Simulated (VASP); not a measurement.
Runs of VASP 6.6.1 on InSe. The structure is that of space group P-6m2 (No. 187), or close to it. The cells are those of the table. 

| level | potentials or basis | cell | k mesh | gap on the mesh (eV) | pressure (GPa) | largest force (eV/Å) |
| --- | --- | --- | --- | --- | --- | --- |
| LDA | VASP PAW LDA potentials, release 64 (In_d, Se) | a = 4.047, b = 4.047, c = 18.052 Å, angles 90.0, 90.0, 120.0°, 8 atoms | 8 × 8 × 2 | 0.51 | -2.2 | 0.13 |
| PBEsol | VASP PAW PBE potentials, release 64 (In_d, Se) | a = 4.128, b = 4.128, c = 18.052 Å, angles 90.0, 90.0, 120.0°, 8 atoms | 6 × 6 × 2 | 0.41 | -2.3 | 0.23 |
| PBEsol | VASP PAW PBE potentials, release 64 (In_d, Se) | a = 4.047, b = 4.047, c = 18.052 Å, angles 90.0, 90.0, 120.0°, 8 atoms | 6 × 6 × 2 | 0.63 | -0.7 | 0.08 |
| PBEsol | VASP PAW PBE potentials, release 64 (In_d, Se) | a = 4.088, b = 4.088, c = 18.052 Å, angles 90.0, 90.0, 120.0°, 8 atoms | 6 × 6 × 2 | 0.52 | -1.6 | 0.11 |
| PBE | VASP PAW PBE potentials, release 64 (In_d, Se) | a = 4.047, b = 4.047, c = 18.233 Å, angles 90.0, 90.0, 120.0°, 8 atoms | 6 × 6 × 2 | (a) | 1.0 | 0.17 |
| PBEsol | VASP PAW PBE potentials, release 64 (In_d, Se) | a = 3.885, b = 3.885, c = 18.052 Å, angles 90.0, 90.0, 120.0°, 8 atoms | 7 × 7 × 2 | (b) | 3.8 | 0.80 |
| LDA | VASP PAW LDA potentials, release 64 (In_d, Se) | a = 4.047, b = 4.047, c = 18.052 Å, angles 90.0, 90.0, 120.0°, 8 atoms | 6 × 6 × 2 | 0.51 | -2.2 | 0.13 |
| BLYP | VASP PAW PBE potentials, release 64 (In_d, Se) | a = 4.047, b = 4.047, c = 18.052 Å, angles 90.0, 90.0, 120.0°, 8 atoms | 6 × 6 × 2 | 0.67 | 4.0 | 0.47 |

Alike in all rows: task single point; no spin polarisation; cutoff (eV) 520; smearing fermi-dirac 0.05 eV.

Estimate the missing entries.

(a) 0.76; (b) 1.15.

Caveats: spin-orbit coupling is left out, which moves the levels of the heavy elements; this functional lacks dispersion, which binds the layers, so the pressure and a relaxed spacing across them are unreliable (at least some runs); the PAW data sets were made with another functional, which shifts forces and pressure a little (at least some runs); the cell stands under pressure (at least some runs); an odd mesh through Γ misses points on the zone boundary, where band edges can lie (at least some runs).

A k mesh can miss the band edges, and the runs leave out spin-orbit coupling on In, Se.
